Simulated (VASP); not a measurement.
Os, 2 atoms in the cell. Symmetry: P6_3/mmc, No. 194, hexagonal system. Conventional cell: a = 2.734 Å, b = 2.734 Å, c = 4.320 Å, α = 90.00°, β = 90.00°, γ = 120.00°. Within 3.5 Å of Os (site symmetry -6m2) lie 12 Os at 2.68 to 2.73 Å. 

* Program: VASP 6.6.1
* Task: single point
* Functional: LDA
* Potentials or basis: VASP PAW LDA potentials, release 64 (Os)
* Cutoff: 520 eV
* k mesh: 6 × 6 × 4
* Occupations: fermi-dirac, width 0.05 eV
* Spin: no spin polarisation
* Dipole correction: no
* Further INCAR settings: ALGO = Fast; EDIFF = 1e-07; NBANDS = 15

Potentials or basis: VASP PAW LDA potentials, release 64 (Os).

The run is started by

```console
$ cat potpaw_LDA.64/Os/POTCAR > POTCAR
$ mpirun -np 1 vasp_std > vasp.out
```

Hardware: 1 thread of Intel(R) Xeon(R) Platinum 8375C CPU @ 2.90GHz (Ice Lake), with other jobs on the host.

Problem. Estimate the wall time of this run.

Solution. Run time: 12 s on 1 thread of Intel(R) Xeon(R) Platinum 8375C CPU @ 2.90GHz (Ice Lake) (shared host), peak memory 0.12 GiB. Counts: scf iterations 16, k points 21.
